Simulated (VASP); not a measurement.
# GaAs (P4/mmm) in VASP: further runs, part 2 of 3

VASP 6.6.1. Earlier steps stand in the parts before.

## (3) Single point, PBE

INCAR reads:

```
SYSTEM = GaAs
PREC     = Accurate       ! precision mode
ENCUT    = 500            ! plane-wave cutoff, eV
EDIFF    = 1E-6           ! SCF threshold, eV
ISMEAR   = -1             ! smearing method
SIGMA    = 0.03           ! smearing width, eV
LREAL    = .FALSE.        ! projectors in reciprocal space
LASPH    = .TRUE.         ! aspherical terms in the spheres
NELM     = 120            ! most SCF steps
ALGO     = Normal         ! electronic algorithm
ISIF     = 2              ! what is computed and relaxed
LWAVE    = .FALSE.        ! write WAVECAR
LCHARG   = .TRUE.         ! write CHGCAR
GGA      = PE             ! functional
LELF     = .TRUE.         ! ELF
LVHAR    = .TRUE.       
NBANDS   = 16             ! bands
GGA_COMPAT= .FALSE.
```

KPOINTS reads:

```
Automatic mesh
0
G
  4 4 6
  0 0 0
```

POSCAR reads:

```
GaAs
1.0
    3.8101400000      0.0000000000      0.0000000000
    0.0000000000      3.8101400000      0.0000000000
    0.0000000000      0.0000000000      2.7389100000
Ga As
1 1
Direct
    0.5000000000      0.5000000000      0.5000000000
    0.0000000000      0.0000000000      0.5000000000
```

Potentials or basis: VASP PAW PBE potentials, release 64 (Ga_d, As).

Started as:

```console
$ cat potpaw_PBE.64/Ga_d/POTCAR potpaw_PBE.64/As/POTCAR > POTCAR
$ mpirun -np 1 vasp_std > vasp.out
```

OUTCAR:

```text
SYSTEM = GaAs
   PREC = Accurate
   ENCUT = 500
   EDIFF = 1E-6
   ISMEAR = -1
   LREAL = .FALSE.
   LASPH = .TRUE.
   NELM = 120
   ISIF = 2
   GGA = PE

 ion  position               nearest neighbor table
   1  0.500  0.500  0.500-   2 2.69   2 2.69   2 2.69   2 2.69
   2  0.000  0.000  0.500-   1 2.69   1 2.69   1 2.69   1 2.69

  LATTYP: Found a simple tetragonal cell.
 ALAT       =     3.8101400000
 C/A-ratio  =     0.7188476014

  Lattice vectors:

 A1 = (   3.8101400000,   0.0000000000,   0.0000000000)
 A2 = (   0.0000000000,   3.8101400000,   0.0000000000)
 A3 = (   0.0000000000,   0.0000000000,   2.7389100000)

Analysis of symmetry for initial positions (statically):
=====================================================================
 Subroutine PRICEL returns:
 Original cell was already a primitive cell.

 Routine SETGRP: Setting up the symmetry group for a
 simple tetragonal supercell.

 Subroutine GETGRP returns: Found 16 space group operations
 (whereof 16 operations were pure point group operations)
 out of a pool of 16 trial point group operations.

The static configuration has the point symmetry D_4h.

Analysis of symmetry for dynamics (positions and initial velocities):
=====================================================================
 Subroutine PRICEL returns:
 Original cell was already a primitive cell.

 Routine SETGRP: Setting up the symmetry group for a
 simple tetragonal supercell.

 Subroutine GETGRP returns: Found 16 space group operations
 (whereof 16 operations were pure point group operations)
 out of a pool of 16 trial point group operations.

The dynamic configuration has the point symmetry D_4h.

 Subroutine INISYM returns: Found 16 space group operations
 (whereof 16 operations are pure point group operations),
 and found     1 'primitive' translations

----------------------------------------------------------------------------------------

                                     Primitive cell

  volume of cell :      39.7612

  direct lattice vectors                    reciprocal lattice vectors
     3.810140000  0.000000000  0.000000000     0.262457547  0.000000000  0.000000000
     0.000000000  3.810140000  0.000000000     0.000000000  0.262457547  0.000000000
     0.000000000  0.000000000  2.738910000     0.000000000  0.000000000  0.365108748

  length of vectors
     3.810140000  3.810140000  2.738910000     0.262457547  0.262457547  0.365108748

  position of ions in fractional coordinates (direct lattice)
     0.500000000  0.500000000  0.500000000
     0.000000000  0.000000000  0.500000000

  ion indices of the primitive-cell ions
   primitive index   ion index
                 1           1
                 2           2

----------------------------------------------------------------------------------------

 KPOINTS: Automatic mesh

Automatic generation of k-mesh.
 Grid dimensions read from file:
 generate k-points for:    4    4    6

 Generating k-lattice:

  Cartesian coordinates                     Fractional coordinates (reciprocal lattice)
     0.065614387  0.000000000  0.000000000     0.250000000  0.000000000  0.000000000
     0.000000000  0.065614387  0.000000000     0.000000000  0.250000000  0.000000000
     0.000000000  0.000000000  0.060851458     0.000000000  0.000000000  0.166666667

  Length of vectors
     0.065614387  0.065614387  0.060851458

  Shift w.r.t. Gamma in fractional coordinates (k-lattice)
     0.000000000  0.000000000  0.000000000

 Subroutine IBZKPT returns following result:
 ===========================================

 Found     24 irreducible k-points:

 Following reciprocal coordinates:
            Coordinates               Weight
  0.000000  0.000000  0.000000      1.000000
  0.250000  0.000000  0.000000      4.000000
  0.500000  0.000000  0.000000      2.000000
  0.250000  0.250000  0.000000      4.000000
  0.500000  0.250000  0.000000      4.000000
  0.500000  0.500000  0.000000      1.000000
[... 16 lines left out ...]
  0.500000  0.250000  0.500000      4.000000
  0.500000  0.500000  0.500000      1.000000
   k-points           NKPTS =     24   k-points in BZ     NKDIM =     24   number of bands    NBANDS=     16
   number of dos      NEDOS =    301   number of ions     NIONS =      2
   total plane-waves  NPLWV =  15680
   dimension x,y,z NGX =    28 NGY =   28 NGZ =   20
   dimension x,y,z NGXF=    56 NGYF=   56 NGZF=   40
   ions per type =               1   1
   NGX,Y,Z   is equivalent  to a cutoff of  12.22, 12.22, 12.14 a.u.
   NGXF,Y,Z  is equivalent  to a cutoff of  24.43, 24.43, 24.28 a.u.
 SYSTEM =  GaAs
   PREC   = accura    normal or accurate (medium, high low for compatibility)
   ISTART =      0    job   : 0-new  1-cont  2-samecut
   ICHARG =      2    charge: 1-file 2-atom 10-const
   ISPIN  =      1    spin polarized calculation?
   LNONCOLLINEAR =      F non collinear calculations
   LSORBIT =      F    spin-orbit coupling
   LASPH  =      T    aspherical Exc in radial PAW
   ENCUT  =  500.0 eV  36.75 Ry    6.06 a.u.   6.95  6.95  4.99*2*pi/ulx,y,z
   NELM   =    120;   NELMIN=  2; NELMDL= -5     # of ELM steps
   EDIFF  = 0.1E-05   stopping-criterion for ELM
   LREAL  =      F    real-space projection
   EDIFFG = 0.1E-04   stopping-criterion for IOM
   NSW    =      0    number of steps for IOM
   IBRION =     -1    ionic relax: 0-MD 1-quasi-New 2-CG
   NFREE  =      0    steps in history (QN), initial steepest desc. (CG)
   ISIF   =      2    stress and relaxation
   ISYM   =      2    0-nonsym 1-usesym 2-fastsym
   POTIM  = 0.5000    time-step for ionic-motion
   TEBEG  =    0.0;   TEEND  =   0.0 temperature during run
   PSTRESS=    0.0 pullay stress
   NELECT =      18.0000    total number of electrons
   NUPDOWN=      -1.0000    fix difference up-down
   EMIN   =  10.00;   EMAX   =-10.00  energy-range for DOS
   EFERMI =   0.00;   METHOD = LEGACY
   ISMEAR =    -1;   SIGMA  =   0.03  broadening in eV -4-tet -1-fermi 0-gaus
   EFERMI_NEDOS =   21; number of points for ismear=-14 and -15
   IALGO  =     38    algorithm
   IMIX   =      4    mixing-type and parameters
     AMIX     =   0.40;   BMIX     =  1.00
     AMIX_MAG =   1.60;   BMIX_MAG =  1.00
  volume/ion in A,a.u.               =      19.88       134.16
  Fermi-wavevector in a.u.,A,eV,Ry     =   1.257030  2.375443 21.498912  1.580125
  Thomas-Fermi vector in A             =   2.390709
   LORBIT       =      0    0 simple, 1 ext, 2 COOP (PROOUT), +10 PAW based schemes
   GGA     = PE    functional components
   LHFCALC =     F    Hartree Fock is set to
   AEXX    =    0.0000 exact exchange contribution
   IVDW    =     0    specifies the selected vdW correction
   LEPSILON=     F    determine dielectric tensor
   LRPA    =     F    only Hartree local field effects (RPA)
 non-spin polarized calculation
  energy-cutoff  :      500.00
  volume of cell :       39.76
 maximum number of plane-waves:      1024
 NGX is ok and might be reduce to    28
   NGX = 13   NGY = 13   NGZ =  9

 number of electron      18.0000026 magnetization

 Free energy of the ion-electron system (eV)
  ---------------------------------------------------
  ext. energy  EPLUGINS =         0.00000000
  ---------------------------------------------------
  free energy    TOTEN  =        -7.58608602 eV

  energy without entropy =       -7.58209804  energy(sigma->0) =       -7.58409203

 E-fermi :   5.0569     XC(G=0): -10.5388

 val. band max:        5.0415804508   @ k =   0.2500   0.2500   0.0000
 cond. band min:       5.1050273754   @ k =   0.0000   0.0000   0.5000
 fundamental gap:      0.0634469246
 Fermi energy:         5.0568691465

 k-point     1 :       0.0000    0.0000    0.0000
  band No.  band energies     occupation
      1      -9.7709      2.00000
      2      -9.5441      2.00000
      3      -9.5400      2.00000
      4      -9.4024      2.00000
      5      -9.4024      2.00000
      6      -8.0904      2.00000
[... 8 lines left out ...]
     15      15.6052      0.00000
     16      17.9167      0.00000
[... 419 lines left out ...]
 k-point    24 :       0.5000    0.5000    0.5000
  band No.  band energies     occupation
      1      -9.6141      2.00000
      2      -9.5878      2.00000
      3      -9.5878      2.00000
      4      -9.4640      2.00000
      5      -9.3256      2.00000
      6      -2.9442      2.00000
[... 8 lines left out ...]
     15      17.6370      0.00000
     16      22.9571      0.00000

------------------------ aborting loop because EDIFF is reached ----------------------------------------

  FORCE on cell =-STRESS in cart. coord.  units (eV):
  Direction    XX          YY          ZZ          XY          YZ          ZX
  --------------------------------------------------------------------------------------
  -------------------------------------------------------------------------------------
  Total        0.9703405      0.9703405     -2.0151416      0.0000000      0.0000000      0.0000000
  in kB       39.0998532     39.0998532    -81.2000920      0.0000000      0.0000000      0.0000000
  external PRESSURE =      -1.0001285 kB  Pullay stress =       0.0000000 kB

 VOLUME and BASIS-vectors are now :
 -----------------------------------------------------------------------------
  energy-cutoff  :      500.00
  volume of cell :       39.76
      direct lattice vectors                 reciprocal lattice vectors
     3.810140000  0.000000000  0.000000000     0.262457547  0.000000000  0.000000000
     0.000000000  3.810140000  0.000000000     0.000000000  0.262457547  0.000000000
     0.000000000  0.000000000  2.738910000     0.000000000  0.000000000  0.365108748

 POSITION                                       TOTAL-FORCE (eV/Angst)
 -----------------------------------------------------------------------------------
      1.90507      1.90507      1.36946         0.000000      0.000000      0.000000
      0.00000      0.00000      1.36946         0.000000      0.000000      0.000000
 -----------------------------------------------------------------------------------
    total drift:                                0.000000      0.000000      0.000000

  FREE ENERGIE OF THE ION-ELECTRON SYSTEM (eV)
  ---------------------------------------------------
  free  energy   TOTEN  =        -7.5860860158 eV

  energy  without entropy=       -7.5820980381  energy(sigma->0) =       -7.58409203
```

It took 5.9 s on 1 thread of Intel Xeon 6975P-C (Granite Rapids), shared host; peak memory 0.15 GiB.

Results:

| Quantity | Value |
| --- | --- |
| Free energy | -7.5861 eV |
| Pressure | -0.1 GPa |
| Band gap on the k mesh | zero (band 9 reaches 7.08 eV, above the bottom of band 10 at 3.21 eV) |

Caveat: the k points lie up to 0.41 Å⁻¹ apart.

(Continued in part 3 of 3.)
